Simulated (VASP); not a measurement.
A run of VASP 6.6.1:

File INCAR:

```
  ALGO = Normal
  EDIFF = 1E-7
  ENCUT = 520
  GGA = PS
  ISIF = 2
  ISMEAR = -1
  LASPH = T
  LCHARG = F
  LREAL = F
  LWAVE = F
  NBANDS = 18
  NELM = 60
  PREC = Accurate
  SIGMA = 0.08
```

KPOINTS

```
k-points
0
Gamma
  9 9 9
```

POSCAR

```
LaAg
1.0
    3.7849013880      0.0000000000      0.0000000000
    0.0000000000      3.7849013880      0.0000000000
    0.0000000000      0.0000000000      3.7849013880
La Ag
1 1
Direct
    0.5000000000      0.5000000000      0.5000000000
    0.0000000000      0.0000000000      0.0000000000
```

Potentials or basis: VASP PAW PBE potentials, release 64 (La, Ag).

Launch:

```sh
$ cat potpaw_PBE.64/La/POTCAR potpaw_PBE.64/Ag/POTCAR > POTCAR
$ mpirun -np 1 vasp_std > vasp.out
```

Hardware: 1 thread of Intel(R) Xeon(R) Platinum 8375C CPU @ 2.90GHz (Ice Lake), with other jobs on the host.

Task: Estimate the wall time of this run.

Result: It took 29 s on 1 thread of Intel(R) Xeon(R) Platinum 8375C CPU @ 2.90GHz (Ice Lake), on a shared host, peak memory 0.19 GiB. Counts: scf iterations 16, k points 35.
